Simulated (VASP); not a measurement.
# Sc12C (a cell with a defect) in VASP: single point with PBE+D3(BJ)

Aim: the single point of Sc12C (a cell with a defect) with PBE+D3(BJ).

Program: VASP 6.6.1. These are calculated values, not measurements. Logs are shortened: lines on timing, memory, paths and dates and some standing lists are left out, and cuts for length are marked.

## 1. The cell of the first run

The cell holds a defect, 13 atoms: a = 6.620 Å, b = 9.930 Å, c = 5.276 Å, α = 90.00°, β = 90.00°, γ = 120.00°.

## 2. Single point, PBE+D3(BJ)

File INCAR:

```
SYSTEM = Sc12C
ALGO = Normal ; EDIFF = 1E-7
ENCUT = 520 ; GGA = PE
ISIF = 2 ; ISMEAR = -1
IVDW = 12 ; LASPH = .TRUE.
LCHARG = .TRUE. ; LELF = .TRUE.
LREAL = .FALSE. ; LVHAR = .TRUE.
LWAVE = .FALSE. ; NBANDS = 80
NELM = 60 ; PREC = Accurate
SIGMA = 0.15
```

File KPOINTS:

```
k-points
0
G
  2 1 2
  0 0 0
```

File POSCAR:

```
Sc12C
1.0
    6.6200000000      0.0000000000      0.0000000000
   -4.9650000000      8.5996320000      0.0000000000
    0.0000000000      0.0000000000      5.2761400000
Sc C
12 1
Direct
   -0.0077479596     -0.0041029689     -0.0075533543
    0.1727207917      0.2221508345      0.5231639436
    0.0077845522      0.3420563685      0.0118096281
    0.1690275184      0.5509992316      0.5066451397
   -0.0192786441      0.6611547156     -0.0086494691
    0.1553254272      0.8812605501      0.4929505095
    0.4961227050      0.0012680482     -0.0255067988
    0.6846806423      0.2370756808      0.5128294712
    0.4959464232      0.3401187161      0.0034838800
    0.6629959069      0.5516275140      0.4941308235
    0.4954062003      0.6645386794     -0.0081009526
    0.6766415800      0.8825703335      0.4975530715
    0.5073566566      0.0062468968      0.3812937076
```

Potentials or basis: VASP PAW PBE potentials, release 64 (Sc_sv, C).

Launch:

```console
cat potpaw_PBE.64/Sc_sv/POTCAR potpaw_PBE.64/C/POTCAR > POTCAR
mpirun -np 1 vasp_std > vasp.out
```

OUTCAR:

```text
SYSTEM = Sc12C
   EDIFF = 1E-7
   ENCUT = 520
   GGA = PE
   ISIF = 2
   ISMEAR = -1
   IVDW = 12
   LASPH = .TRUE.
   LREAL = .FALSE.
   NELM = 60
   PREC = Accurate
 IVDW          = 12

 ion  position               nearest neighbor table
   1  0.992  0.996  0.992-   2 3.15  12 3.18  12 3.22   6 3.26   6 3.27   5 3.29  11 3.29   7 3.31
                             7 3.31   9 3.38   3 3.39   2 3.41
   2  0.173  0.222  0.523-   9 3.14   1 3.15   3 3.25  10 3.26   4 3.28   8 3.31   9 3.31   8 3.32
                            12 3.33   6 3.33   3 3.34   1 3.41
   3  0.008  0.342  0.012-   4 3.17   4 3.21  11 3.22   8 3.22   8 3.23   9 3.24   2 3.25   5 3.26
                             2 3.34   9 3.38   1 3.39   7 3.39
   4  0.169  0.551  0.507-   8 3.16   3 3.17  11 3.17   3 3.21   5 3.26  10 3.27   2 3.28  11 3.30
                             6 3.33  12 3.33  10 3.35   5 3.39
   5  0.981  0.661  0.991-  10 3.19   9 3.20  10 3.22  11 3.23   6 3.24   6 3.25   3 3.26   4 3.26
                             1 3.29  11 3.39   4 3.39   7 3.40
   6  0.155  0.881  0.493-  13 2.10  12 3.18   7 3.21   5 3.24   5 3.25   1 3.26   1 3.27  10 3.27
                             4 3.33   2 3.33   7 3.36
   7  0.496  0.001  0.974-  13 2.15   8 3.17   6 3.21  12 3.25   1 3.31   1 3.31  11 3.34   6 3.36
                             9 3.37   3 3.39   5 3.40
   8  0.685  0.237  0.513-  13 2.10   4 3.16   7 3.17  10 3.20   3 3.22   3 3.23   9 3.25   2 3.31
                             2 3.32   9 3.33
   9  0.496  0.340  0.003-   2 3.14  10 3.16   5 3.20  11 3.22   3 3.24  10 3.25   8 3.25   2 3.31
                             8 3.33   7 3.37   1 3.38   3 3.38
  10  0.663  0.552  0.494-   9 3.16   5 3.19   8 3.20   5 3.22  12 3.24   9 3.25  11 3.26   2 3.26
                             6 3.27   4 3.27  11 3.28   4 3.35
  11  0.495  0.665  0.992-   4 3.17  12 3.21   3 3.22   9 3.22   5 3.23  10 3.26  12 3.26  10 3.28
                             1 3.29   4 3.30   7 3.34   5 3.39
  12  0.677  0.883  0.498-  13 2.13   6 3.18   1 3.18  11 3.21   1 3.22  10 3.24   7 3.25  11 3.26
                             4 3.33   2 3.33
  13  0.507  0.006  0.381-   8 2.10   6 2.10  12 2.13   7 2.15

  LATTYP: Found a simple monoclinic cell.
 ALAT       =     6.6200000000
 B/A-ratio  =     0.7970000000
 C/A-ratio  =     1.3228756170
 COS(beta)  =    -0.1889822420

  Lattice vectors:

 A1 = (   6.6200000000,   0.0000000000,   0.0000000000)
 A2 = (   0.0000000000,   0.0000000000,   5.2761400000)
 A3 = (  -1.6550000000,  -8.5996320000,   0.0000000000)

Analysis of symmetry for initial positions (statically):
=====================================================================
 Subroutine PRICEL returns:
 Original cell was already a primitive cell.

 Routine SETGRP: Setting up the symmetry group for a
 simple monoclinic supercell.

 Subroutine GETGRP returns: Found  1 space group operations
 (whereof  1 operations were pure point group operations)
 out of a pool of  4 trial point group operations.

The static configuration has the point symmetry C_1 .

Analysis of symmetry for dynamics (positions and initial velocities):
=====================================================================
 Subroutine PRICEL returns:
 Original cell was already a primitive cell.

 Routine SETGRP: Setting up the symmetry group for a
 simple monoclinic supercell.

 Subroutine GETGRP returns: Found  1 space group operations
 (whereof  1 operations were pure point group operations)
 out of a pool of  4 trial point group operations.

The dynamic configuration has the point symmetry C_1 .

 Subroutine INISYM returns: Found  1 space group operations
 (whereof  1 operations are pure point group operations),
 and found     1 'primitive' translations

----------------------------------------------------------------------------------------

                                     Primitive cell

  volume of cell :     300.3683

  direct lattice vectors                    reciprocal lattice vectors
     6.620000000  0.000000000  0.000000000     0.151057402  0.087213034  0.000000000
    -4.965000000  8.599632000  0.000000000     0.000000000  0.116284046  0.000000000
     0.000000000  0.000000000  5.276140000     0.000000000  0.000000000  0.189532499

  length of vectors
     6.620000000  9.929999775  5.276140000     0.174426065  0.116284046  0.189532499

  position of ions in fractional coordinates (direct lattice)
     0.992252040  0.995897031  0.992446646
     0.172720792  0.222150834  0.523163944
     0.007784552  0.342056369  0.011809628
     0.169027518  0.550999232  0.506645140
     0.980721356  0.661154716  0.991350531
     0.155325427  0.881260550  0.492950509
     0.496122705  0.001268048  0.974493201
     0.684680642  0.237075681  0.512829471
     0.495946423  0.340118716  0.003483880
     0.662995907  0.551627514  0.494130824
     0.495406200  0.664538679  0.991899047
     0.676641580  0.882570333  0.497553072
     0.507356657  0.006246897  0.381293708

  ion indices of the primitive-cell ions
   primitive index   ion index
                 1           1
                 2           2
                 3           3
                 4           4
                 5           5
                 6           6
                 7           7
                 8           8
                 9           9
                10          10
                11          11
                12          12
                13          13

----------------------------------------------------------------------------------------

 KPOINTS: k-points

Automatic generation of k-mesh.
 Grid dimensions read from file:
 generate k-points for:    2    1    2

 Generating k-lattice:

  Cartesian coordinates                     Fractional coordinates (reciprocal lattice)
     0.075528701  0.043606517  0.000000000     0.500000000  0.000000000  0.000000000
     0.000000000  0.116284046  0.000000000     0.000000000  1.000000000  0.000000000
     0.000000000  0.000000000  0.094766250     0.000000000  0.000000000  0.500000000

  Length of vectors
     0.087213032  0.116284046  0.094766250

  Shift w.r.t. Gamma in fractional coordinates (k-lattice)
     0.000000000  0.000000000  0.000000000

 Subroutine IBZKPT returns following result:
 ===========================================

 Found      4 irreducible k-points:

 Following reciprocal coordinates:
            Coordinates               Weight
  0.000000  0.000000  0.000000      1.000000
  0.500000  0.000000  0.000000      1.000000
  0.000000  0.000000  0.500000      1.000000
  0.500000  0.000000  0.500000      1.000000
   k-points           NKPTS =      4   k-points in BZ     NKDIM =      4   number of bands    NBANDS=     80
   number of dos      NEDOS =    301   number of ions     NIONS =     13
   total plane-waves  NPLWV = 160000
   dimension x,y,z NGX =    50 NGY =   80 NGZ =   40
   dimension x,y,z NGXF=   100 NGYF=  160 NGZF=   80
   ions per type =              12   1
   NGX,Y,Z   is equivalent  to a cutoff of  12.56, 13.39, 12.60 a.u.
   NGXF,Y,Z  is equivalent  to a cutoff of  25.11, 26.79, 25.21 a.u.
 SYSTEM =  Sc12C
   PREC   = accura    normal or accurate (medium, high low for compatibility)
   ISTART =      0    job   : 0-new  1-cont  2-samecut
   ICHARG =      2    charge: 1-file 2-atom 10-const
   ISPIN  =      1    spin polarized calculation?
   LNONCOLLINEAR =      F non collinear calculations
   LSORBIT =      F    spin-orbit coupling
   LASPH  =      T    aspherical Exc in radial PAW
   ENCUT  =  520.0 eV  38.22 Ry    6.18 a.u.  12.31 18.46  9.81*2*pi/ulx,y,z
   NELM   =     60;   NELMIN=  2; NELMDL= -5     # of ELM steps
   EDIFF  = 0.1E-06   stopping-criterion for ELM
   LREAL  =      F    real-space projection
   EDIFFG = 0.1E-05   stopping-criterion for IOM
   NSW    =      0    number of steps for IOM
   IBRION =     -1    ionic relax: 0-MD 1-quasi-New 2-CG
   NFREE  =      0    steps in history (QN), initial steepest desc. (CG)
   ISIF   =      2    stress and relaxation
   ISYM   =      2    0-nonsym 1-usesym 2-fastsym
   POTIM  = 0.5000    time-step for ionic-motion
   TEBEG  =    0.0;   TEEND  =   0.0 temperature during run
   PSTRESS=    0.0 pullay stress
   NELECT =     136.0000    total number of electrons
   NUPDOWN=      -1.0000    fix difference up-down
   EMIN   =  10.00;   EMAX   =-10.00  energy-range for DOS
   EFERMI =   0.00;   METHOD = LEGACY
   ISMEAR =    -1;   SIGMA  =   0.15  broadening in eV -4-tet -1-fermi 0-gaus
   EFERMI_NEDOS =   21; number of points for ismear=-14 and -15
   IALGO  =     38    algorithm
   IMIX   =      4    mixing-type and parameters
     AMIX     =   0.40;   BMIX     =  1.00
     AMIX_MAG =   1.60;   BMIX_MAG =  1.00
  volume/ion in A,a.u.               =      23.11       155.92
  Fermi-wavevector in a.u.,A,eV,Ry     =   1.257100  2.375574 21.501284  1.580300
  Thomas-Fermi vector in A             =   2.390775
   LORBIT       =      0    0 simple, 1 ext, 2 COOP (PROOUT), +10 PAW based schemes
   GGA     = PE    functional components
   LHFCALC =     F    Hartree Fock is set to
   AEXX    =    0.0000 exact exchange contribution
   IVDW    =    12    specifies the selected vdW correction
   LEPSILON=     F    determine dielectric tensor
   LRPA    =     F    only Hartree local field effects (RPA)
 non-spin polarized calculation
  energy-cutoff  :      520.00
  volume of cell :      300.37
 maximum number of plane-waves:      8104
 NGX is ok and might be reduce to    50
   NGX = 25   NGY = 37   NGZ = 19

 number of electron     136.0000003 magnetization

 Free energy of the ion-electron system (eV)
  ---------------------------------------------------
  ext. energy  EPLUGINS =         0.00000000
  ---------------------------------------------------
  free energy    TOTEN  =       -84.45118038 eV

  energy without entropy =      -83.05521502  energy(sigma->0) =      -83.75319770

 E-fermi :   3.8124     XC(G=0):  -9.9356

 val. band max:        3.7924314504   @ k =   0.5000   0.0000   0.5000
 cond. band min:       3.8201433345   @ k =   0.0000   0.0000   0.5000
 fundamental gap:      0.0277118841
 Fermi energy:         3.8123896102

 k-point     1 :       0.0000    0.0000    0.0000
  band No.  band energies     occupation
      1     -45.7304      2.00000
      2     -45.6945      2.00000
      3     -45.6541      2.00000
      4     -45.6189      2.00000
      5     -45.6107      2.00000
      6     -45.5968      2.00000
[... 72 lines left out ...]
     79       5.1298      0.00031
     80       5.1494      0.00027

 k-point     2 :       0.5000    0.0000    0.0000
  band No.  band energies     occupation
      1     -45.7296      2.00000
      2     -45.6942      2.00000
      3     -45.6517      2.00000
      4     -45.6200      2.00000
      5     -45.6096      2.00000
      6     -45.5993      2.00000
[... 72 lines left out ...]
     79       5.0541      0.00051
     80       5.1134      0.00034

 k-point     3 :       0.0000    0.0000    0.5000
  band No.  band energies     occupation
      1     -45.7245      2.00000
      2     -45.6973      2.00000
      3     -45.6499      2.00000
      4     -45.6154      2.00000
      5     -45.6092      2.00000
      6     -45.6025      2.00000
[... 72 lines left out ...]
     79       4.7534      0.00377
     80       4.8548      0.00192

 k-point     4 :       0.5000    0.0000    0.5000
  band No.  band energies     occupation
      1     -45.7243      2.00000
      2     -45.6967      2.00000
      3     -45.6474      2.00000
      4     -45.6177      2.00000
      5     -45.6089      2.00000
      6     -45.6015      2.00000
[... 72 lines left out ...]
     79       4.6463      0.00767
     80       4.8169      0.00247

------------------------ aborting loop because EDIFF is reached ----------------------------------------

 Edisp (eV)   -4.84217

 E8    (eV) :    -2.3235

  FORCE on cell =-STRESS in cart. coord.  units (eV):
  Direction    XX          YY          ZZ          XY          YZ          ZX
  --------------------------------------------------------------------------------------
  -------------------------------------------------------------------------------------
  Total      -1.31154     0.29230    -4.56974     0.72942     0.19775     0.22669
  in kB      -6.99583     1.55915   -24.37519     3.89074     1.05483     1.20918
  external pressure =       -9.94 kB  Pullay stress =        0.00 kB

 VOLUME and BASIS-vectors are now :
 -----------------------------------------------------------------------------
  energy-cutoff  :      520.00
  volume of cell :      300.37
      direct lattice vectors                 reciprocal lattice vectors
     6.620000000  0.000000000  0.000000000     0.151057402  0.087213034  0.000000000
    -4.965000000  8.599632000  0.000000000     0.000000000  0.116284046  0.000000000
     0.000000000  0.000000000  5.276140000     0.000000000  0.000000000  0.189532499

 POSITION                                       TOTAL-FORCE (eV/Angst)
 -----------------------------------------------------------------------------------
      1.62408      8.56435      5.23629         0.000289     -0.021521      0.006312
      0.04043      1.91042      2.76029        -0.038207      0.042606     -0.029059
     -1.64678      2.94156      0.06231         0.042329     -0.045343     -0.012724
     -1.61675      4.73839      2.67313        -0.036938      0.046489     -0.004602
      3.20974      5.68569      5.23050         0.071396     -0.058781     -0.004001
     -3.34720      7.57852      2.60088        -0.053231      0.035424      0.001700
      3.27804      0.01090      5.14156         0.008155     -0.035694     -0.034149
      3.35551      2.03876      2.70576        -0.060226      0.101158      0.028395
      1.59448      2.92490      0.01838         0.034256     -0.025051      0.009678
      1.65020      4.74379      2.60710        -0.059468      0.024407      0.013320
     -0.01985      5.71479      5.23340         0.039752     -0.022221      0.017396
      0.09741      7.58978      2.62516        -0.001540      0.010184      0.010648
      3.32769      0.05372      2.01176         0.053433     -0.051658     -0.002914
 -----------------------------------------------------------------------------------
    total drift:                                0.000064     -0.000369     -0.000145

  FREE ENERGIE OF THE ION-ELECTRON SYSTEM (eV)
  ---------------------------------------------------
  free  energy   TOTEN  =       -89.2933533661 eV

  energy  without entropy=      -87.8973880080  energy(sigma->0) =      -88.59537069
```

Run time: 4.4 min. Hardware: 1 thread of Oxide Virtual Turin-like, shared host; peak memory 0.39 GiB.

Results:

- Free energy: -89.2934 eV
- Pressure: -1.0 GPa
- Largest force: 0.121 eV/Å
- Band gap on the k mesh: zero (bands 68 and 69 overlap by 0.43 eV)
- Dispersion energy per atom: -0.372 eV

Forces on the atoms (eV/Å):
```
Sc   0.000 -0.022  0.006
Sc  -0.038  0.043 -0.029
Sc   0.042 -0.045 -0.013
Sc  -0.037  0.046 -0.005
Sc   0.071 -0.059 -0.004
Sc  -0.053  0.035  0.002
Sc   0.008 -0.036 -0.034
Sc  -0.060  0.101  0.028
Sc   0.034 -0.025  0.010
Sc  -0.059  0.024  0.013
Sc   0.040 -0.022  0.017
Sc  -0.002  0.010  0.011
C    0.053 -0.052 -0.003
```

Stress tensor (GPa, compression positive):
```
-0.70  0.39  0.12
 0.39  0.16  0.11
 0.12  0.11 -2.44
```

Levels at points of the mesh, in eV from the Fermi level:
| k point | band 65 | band 66 | band 67 | band 68 | band 69 | band 70 |
| --- | --- | --- | --- | --- | --- | --- |
| (0.00, 0.00, 0.00) | -0.56 | -0.49 | -0.35 | -0.34 | -0.30 | -0.21 |
| (0.50, 0.00, 0.00) | -0.50 | -0.47 | -0.45 | -0.32 | -0.22 | -0.03 |
| (0.00, 0.00, 0.50) | 0.01 | 0.03 | 0.06 | 0.07 | 0.13 | 0.18 |
| (0.50, 0.00, 0.50) | -0.02 | 0.06 | 0.10 | 0.13 | 0.22 | 0.24 |

Caveat: the k points lie up to 0.66 Å⁻¹ apart.

The gap in the log of VASP goes by the Fermi energy; the results here count the filled bands.